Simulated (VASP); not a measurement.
# NiO (Fm-3m) in VASP: single point with r2SCAN+U

Aim: the single point of NiO with r2SCAN+U.

Everything below comes from runs of VASP 6.6.1. Logs are shortened: lines on timing, memory, paths and dates and some standing lists are left out, and cuts for length are marked.

**1. The cell of the first run**

It takes space group Fm-3m (No. 225, cubic). Conventional cell: a = 4.163 Å, b = 4.163 Å, c = 4.163 Å, α = 90.00°, β = 90.00°, γ = 90.00°. Ni (site symmetry m-3m) has 6 O at 2.08 Å within 2.8 Å. O (site symmetry m-3m) has 6 Ni at 2.08 Å within 2.8 Å.

**2. Single point, r2SCAN+U, collinear spin, ferromagnetic start**

Input file POSCAR:

```
NiO
1.0
    0.0000000000      2.0813196100      2.0813196100
    2.0813196100      0.0000000000      2.0813196100
    2.0813196100      2.0813196100      0.0000000000
Ni O
1 1
Direct
    0.0000000000      0.0000000000      0.0000000000
    0.5000000000      0.5000000000      0.5000000000
```

Input file INCAR.step1:

```
SYSTEM = NiO
PREC = Accurate
ENCUT = 660
ISMEAR = -1
SIGMA = 0.1
LREAL = .FALSE.
LASPH = .TRUE.
NELM = 200
ISPIN = 2
MAGMOM = 2 0
LMAXMIX = 4
LDAU = .TRUE.
LDAUTYPE = 2
LDAUL = 2 -1
LDAUU = 6.75 0
LDAUJ = 0 0
NBANDS = 19
GGA = PE
ALGO = Normal
EDIFF = 1E-5
LWAVE = .TRUE.
LCHARG = .FALSE.
GGA_COMPAT = .FALSE.
```

Input file INCAR.step2:

```
SYSTEM = NiO
PREC = Accurate
ENCUT = 660
EDIFF = 1E-6
ISMEAR = -1
SIGMA = 0.1
LREAL = .FALSE.
LASPH = .TRUE.
NELM = 200
ALGO = Normal
ISIF = 2
LWAVE = .FALSE.
LCHARG = .FALSE.
ISPIN = 2
MAGMOM = 2 0
LORBIT = 11
LMAXMIX = 4
LDAU = .TRUE.
LDAUTYPE = 2
LDAUL = 2 -1
LDAUU = 6.75 0
LDAUJ = 0 0
LDAUPRINT = 1
METAGGA = R2SCAN
LMIXTAU = .TRUE.
NBANDS = 19
ISTART = 1
GGA_COMPAT = .FALSE.
```

Input file KPOINTS:

```
regular mesh
0
G
  10 10 10
  0 0 0
```

Potentials or basis: VASP PAW PBE potentials, release 64 (Ni, O).

Run with:

```
$ cat potpaw_PBE.64/Ni/POTCAR potpaw_PBE.64/O/POTCAR > POTCAR
$ cp INCAR.step1 INCAR
$ mpirun -np 1 vasp_std > vasp.out
$ cp INCAR.step2 INCAR
$ mpirun -np 1 vasp_std > vasp.out
```

OUTCAR:

```text
SYSTEM = NiO
   PREC = Accurate
   ENCUT = 660
   EDIFF = 1E-6
   ISMEAR = -1
   LREAL = .FALSE.
   LASPH = .TRUE.
   NELM = 200
   ISIF = 2
   ISPIN = 2
   LORBIT = 11
   METAGGA = R2SCAN
   ISTART = 1

 ion  position               nearest neighbor table
   1  0.000  0.000  0.000-   2 2.08   2 2.08   2 2.08   2 2.08   2 2.08   2 2.08
   2  0.500  0.500  0.500-   1 2.08   1 2.08   1 2.08   1 2.08   1 2.08   1 2.08

  LATTYP: Found a face centered cubic cell.
 ALAT       =     4.1626392200

  Lattice vectors:

 A1 = (   0.0000000000,   2.0813196100,   2.0813196100)
 A2 = (   2.0813196100,   0.0000000000,   2.0813196100)
 A3 = (   2.0813196100,   2.0813196100,   0.0000000000)

Analysis of symmetry for initial positions (statically):
=====================================================================
 Subroutine PRICEL returns:
 Original cell was already a primitive cell.

 Routine SETGRP: Setting up the symmetry group for a
 face centered cubic supercell.

 Subroutine GETGRP returns: Found 48 space group operations
 (whereof 48 operations were pure point group operations)
 out of a pool of 48 trial point group operations.

The static configuration has the point symmetry O_h .

Analysis of symmetry for dynamics (positions and initial velocities):
=====================================================================
 Subroutine PRICEL returns:
 Original cell was already a primitive cell.

 Routine SETGRP: Setting up the symmetry group for a
 face centered cubic supercell.

 Subroutine GETGRP returns: Found 48 space group operations
 (whereof 48 operations were pure point group operations)
 out of a pool of 48 trial point group operations.

The dynamic configuration has the point symmetry O_h .

Analysis of structural, dynamic, and magnetic symmetry:
=====================================================================
 Subroutine PRICEL returns:
 Original cell was already a primitive cell.

 Routine SETGRP: Setting up the symmetry group for a
 face centered cubic supercell.
[... 171 lines left out ...]
  o =  0.9868  v =  0.0000  0.0000  0.0000  0.0000  0.0000  0.0000  0.1804 -0.0000  0.9836 -0.0000      0.0000  0.0000  0.0000  0.0000  0.0000  0.0000  0.0000  0.0000  0.0000  0.0000
  o =  0.9868  v =  0.0000  0.0000  0.0000  0.0000  0.0000  1.0000  0.0000  0.0000  0.0000  0.0000      0.0000  0.0000  0.0000  0.0000  0.0000  0.0000  0.0000  0.0000  0.0000  0.0000
  o =  0.9868  v =  0.0000  0.0000  0.0000  0.0000  0.0000  0.0000  0.9836 -0.0000 -0.1804  0.0000      0.0000  0.0000  0.0000  0.0000  0.0000  0.0000  0.0000  0.0000  0.0000  0.0000
  o =  0.9875  v =  1.0000  0.0000  0.0000  0.0000  0.0000  0.0000  0.0000  0.0000  0.0000  0.0000      0.0000  0.0000  0.0000  0.0000  0.0000  0.0000  0.0000  0.0000  0.0000  0.0000
  o =  0.9875  v =  0.0000 -0.9789 -0.0000  0.2045 -0.0000  0.0000  0.0000  0.0000  0.0000  0.0000      0.0000  0.0000  0.0000  0.0000  0.0000  0.0000  0.0000  0.0000  0.0000  0.0000
  o =  0.9875  v =  0.0000  0.2045  0.0000  0.9789  0.0000  0.0000  0.0000  0.0000  0.0000  0.0000      0.0000  0.0000  0.0000  0.0000  0.0000  0.0000  0.0000  0.0000  0.0000  0.0000
  o =  1.0458  v =  0.0000 -0.0000  0.9999  0.0000 -0.0169  0.0000  0.0000  0.0000  0.0000  0.0000      0.0000  0.0000  0.0000  0.0000  0.0000  0.0000  0.0000  0.0000  0.0000  0.0000
  o =  1.0458  v =  0.0000 -0.0000  0.0169 -0.0000  0.9999  0.0000  0.0000  0.0000  0.0000  0.0000      0.0000  0.0000  0.0000  0.0000  0.0000  0.0000  0.0000  0.0000  0.0000  0.0000

 number of electron      15.9999996 magnetization       2.0000001

 Free energy of the ion-electron system (eV)
  ---------------------------------------------------
  ext. energy  EPLUGINS =         0.00000000
  ---------------------------------------------------
  free energy    TOTEN  =       -19.02597901 eV

  energy without entropy =      -19.02597901  energy(sigma->0) =      -19.02597901

 E-fermi :   8.4421     XC(G=0): -13.4552

 val. band max:        6.4523435725   @ k =   0.5000   0.0000   0.0000
 cond. band min:      10.0312625162   @ k =   0.0000   0.0000   0.0000
 fundamental gap:      3.5789189437
 Fermi energy:         8.4420560763

 spin component 1

 k-point     1 :       0.0000    0.0000    0.0000
  band No.  band energies     occupation
      1     -13.2186      1.00000
      2      -0.4173      1.00000
      3      -0.4170      1.00000
      4       1.0191      1.00000
      5       1.0192      1.00000
      6       1.0192      1.00000
[... 1049 lines left out ...]
     18      41.7135      0.00000
     19      41.9174      0.00000

 [... further k-points ...]

------------------------ aborting loop because EDIFF is reached ----------------------------------------

  FORCE on cell =-STRESS in cart. coord.  units (eV):
  Direction    XX          YY          ZZ          XY          YZ          ZX
  --------------------------------------------------------------------------------------
  -------------------------------------------------------------------------------------
  Total       -0.1904977     -0.1904977     -0.1904977      0.0000000      0.0000000      0.0000000
  in kB      -16.9259846    -16.9259846    -16.9259846      0.0000000      0.0000000      0.0000000
  external PRESSURE =     -16.9259846 kB  Pullay stress =       0.0000000 kB

 VOLUME and BASIS-vectors are now :
 -----------------------------------------------------------------------------
  energy-cutoff  :      660.00
  volume of cell :       18.03
      direct lattice vectors                 reciprocal lattice vectors
     0.000000000  2.081319610  2.081319610    -0.240232205  0.240232205  0.240232205
     2.081319610  0.000000000  2.081319610     0.240232205 -0.240232205  0.240232205
     2.081319610  2.081319610  0.000000000     0.240232205  0.240232205 -0.240232205

 POSITION                                       TOTAL-FORCE (eV/Angst)
 -----------------------------------------------------------------------------------
      0.00000      0.00000      0.00000        -0.000000      0.000000      0.000000
      2.08132      2.08132      2.08132         0.000000     -0.000000     -0.000000
 -----------------------------------------------------------------------------------
    total drift:                                0.000000      0.000000      0.000000

  FREE ENERGIE OF THE ION-ELECTRON SYSTEM (eV)
  ---------------------------------------------------
  free  energy   TOTEN  =       -19.0259790143 eV

  energy  without entropy=      -19.0259790139  energy(sigma->0) =      -19.02597901

 total charge

# of ion       s       p       d       tot
------------------------------------------
    1        0.345   0.440   8.207   8.992
    2        1.547   3.538   0.000   5.085
--------------------------------------------------
tot          1.892   3.978   8.207  14.077

 magnetization (x)

# of ion       s       p       d       tot
------------------------------------------
    1        0.014   0.014   1.870   1.898
    2        0.014   0.104   0.000   0.118
--------------------------------------------------
tot          0.029   0.118   1.870   2.016
```

OUTCAR.step1:

```text
SYSTEM = NiO
   PREC = Accurate
   ENCUT = 660
   ISMEAR = -1
   LREAL = .FALSE.
   LASPH = .TRUE.
[... 1302 lines left out ...]
      0.00000      0.00000      0.00000        -0.000000      0.000000      0.000000
      2.08132      2.08132      2.08132         0.000000     -0.000000     -0.000000
 -----------------------------------------------------------------------------------
    total drift:                                0.000000      0.000000      0.000000

  FREE ENERGIE OF THE ION-ELECTRON SYSTEM (eV)
  ---------------------------------------------------
  free  energy   TOTEN  =       -10.0963204895 eV

  energy  without entropy=      -10.0963204174  energy(sigma->0) =      -10.09632045
```

OSZICAR.step1:

```text
N       E                     dE             d eps       ncg     rms          rms(c)
DAV:   1     0.103593294070E+03    0.10359E+03   -0.86729E+03  3804   0.131E+03
DAV:   2    -0.211286405062E+01   -0.10571E+03   -0.91732E+02  3727   0.271E+02
DAV:   3    -0.933950249041E+01   -0.72266E+01   -0.70247E+01  4036   0.691E+01
DAV:   4    -0.941014378545E+01   -0.70641E-01   -0.70579E-01  3948   0.672E+00
DAV:   5    -0.941084954933E+01   -0.70576E-03   -0.70573E-03  3912   0.657E-01    0.163E+01
DAV:   6    -0.962650129180E+01   -0.21565E+00   -0.12527E+01  3917   0.687E+01    0.197E+01
DAV:   7    -0.970054266282E+01   -0.74041E-01   -0.12439E+00  3921   0.242E+01    0.988E+00
DAV:   8    -0.996195440389E+01   -0.26141E+00   -0.17444E-01  4288   0.520E+00    0.613E+00
DAV:   9    -0.100875492835E+02   -0.12559E+00   -0.75031E-02  4071   0.787E+00    0.610E-01
DAV:  10    -0.100954892477E+02   -0.79400E-02   -0.32371E-02  4434   0.220E+00    0.611E-01
DAV:  11    -0.100955205189E+02   -0.31271E-04   -0.31125E-03  4161   0.106E+00    0.175E-01
DAV:  12    -0.100962174026E+02   -0.69688E-03   -0.42504E-04  3762   0.633E-01    0.592E-02
DAV:  13    -0.100963137110E+02   -0.96308E-04   -0.15567E-04  4812   0.208E-01    0.236E-02
DAV:  14    -0.100963204895E+02   -0.67784E-05   -0.38638E-05  3692   0.513E-02
   1 F= -.10096320E+02 E0= -.10096320E+02  d E =-.720140E-07  mag=     2.0000
```

Wall time 6.3 min (1 thread of Intel Xeon 8259CL, shared host); peak memory 0.21 GiB.

What came out:

```yaml
Free_energy: -19.0260 eV
Pressure: -1.7 GPa
Band_gap_on_the_k_mesh: 3.58 eV (least direct gap 4.50 eV)
Net_moment: 2.00 μB per cell
Site_moments: Ni +1.90; O +0.12 μB
Valence_electrons_inside_the_program's_atomic_spheres: Ni 8.99; O 5.08
```

Eigenvalues of the final occupation matrices:
| site | spin | trace | eigenvalues |
| --- | --- | --- | --- |
| site 1 d | 1 | 5.05 | 0.99 0.99 0.99 1.05 1.05 |
| site 1 d | 2 | 3.18 | 0.11 0.11 0.99 0.99 0.99 |

Caveat: the PAW data sets were made with another functional, which shifts forces and pressure a little; a cell with one magnetic atom can't hold antiferromagnetic order, which such compounds often take.
